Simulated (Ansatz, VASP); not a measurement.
## Two plane-wave programs on Mg8O7

```
CELL_PARAMETERS angstrom
0.00000 4.25370 -4.25370
4.25370 4.25370 0.00000
4.25370 0.00000 -4.25370
ATOMIC_POSITIONS crystal
Mg 0.98792 0.99667 0.52183
Mg 0.99402 0.51659 0.50012
Mg 0.50000 0.00000 0.50000
Mg 0.49298 0.49401 0.49772
Mg 0.99768 0.99958 0.99033
Mg 0.00000 0.50000 0.00000
Mg 0.51790 0.97924 0.99729
Mg 0.50529 0.48449 0.00631
O 0.25000 0.25000 0.25000
O 0.75000 0.75000 0.25000
O 0.75000 0.25000 0.25000
O 0.25000 0.75000 0.75000
O 0.25000 0.25000 0.75000
O 0.75000 0.75000 0.75000
O 0.75000 0.25000 0.75000
```

Change from the starting cell: O vacancy (site b), charge +0, atoms relaxed at the host's cell.

Alike in both runs: task relaxation of the atoms; functional PBE; k mesh 2 × 2 × 2; occupations gaussian, width 0.01 eV; no spin polarisation.

```csv
,VASP,Ansatz
version,VASP 6.6.1,Ansatz 0.2.0
potentials or method,"VASP PAW PBE potentials, release 64 (Mg, O), cutoff 520 eV","scalar-relativistic, plane waves, PAW"
valence electrons in the cell,58,122
```

```csv
,VASP,Ansatz,Ansatz less VASP
"gap on the k mesh at the Fermi level, each at its own relaxed structure (eV)",2.27,2.28,+0.006
```

VASP's potentials hold 58 valence electrons a cell and Ansatz's 122, so a difference there can come from the potentials and not from the codes.

The k mesh is coarse, so the values compare programs but aren't converged.
